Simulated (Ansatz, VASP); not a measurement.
## Two plane-wave programs on Ti2O

Contents of INCAR:

```
PREC = Accurate
ENCUT = 520
EDIFF = 1E-6
ISMEAR = 0
SIGMA = 0.1
LREAL = False
LASPH = True
NELM = 80
ALGO = Normal
ISIF = 2
LWAVE = False
LCHARG = False
GGA = PS
NBANDS = 22
```

The input KPOINTS:

```
regular mesh
0
Gamma
  6 6 4
```

The input POSCAR:

```
Ti2O
1.0
    2.9193980238      0.0000000000      0.0000000000
   -1.4596990119      2.5282728524      0.0000000000
    0.0000000000      0.0000000000      4.7130000000
Ti O
2 1
Direct
    0.6666666667      0.3333333333      0.2787400000
    0.3333333333      0.6666666667      0.7212600000
    0.0000000000      0.0000000000      0.0000000000
```

Input for Ansatz:

```yaml
crystal:
  lattice:
    - [2.9193980238, 0.0, 0.0]
    - [-1.4596990119, 2.5282728524, 0.0]
    - [0.0, 0.0, 4.713]
  atoms:
    - { symbol: Ti, position: [0.6666666667, 0.3333333333, 0.27874] }
    - { symbol: Ti, position: [0.3333333333, 0.6666666667, 0.72126] }
    - { symbol: O, position: [0.0, 0.0, 0.0] }
basis:
  ecutwfc: 420
kpoints:
  mp_grid: { grid: [6, 6, 4] }
hamiltonian:
  xc: pbesol
scf:
  occupations: { method: gaussian, width: 0.1 }
output:
  forces: true
  stress: true
  eigenvalues: true
```

Alike in both runs: task single point; functional PBEsol; k mesh 6 × 6 × 4; occupations gaussian, width 0.1 eV; no spin polarisation.

|  | VASP | Ansatz |
| --- | --- | --- |
| version | VASP 6.6.1 | Ansatz 0.2.0 |
| potentials or method | VASP PAW PBE potentials, release 64 (Ti_sv, O), cutoff 520 eV | scalar-relativistic, plane waves, PAW |
| valence electrons in the cell | 30 | 30 |

```tsv
	VASP	Ansatz	Ansatz less VASP
gap on the k mesh at the Fermi level (eV)	none	none	-
pressure (GPa)	4.7	4.5	-0.24
traceless stress, the component that is largest in VASP (GPa)	2.86	2.85	-0.018
rms of the force components (eV/Å)	0.572	0.593	+0.0216
```

VASP's potentials were made for PBE, not for PBEsol. Atom by atom the forces differ by 0.022 eV/Å (rms over components). A gap of «none» marks a metal or a gap that the smearing closes.

The k mesh is coarse, so the values compare programs but aren't converged.
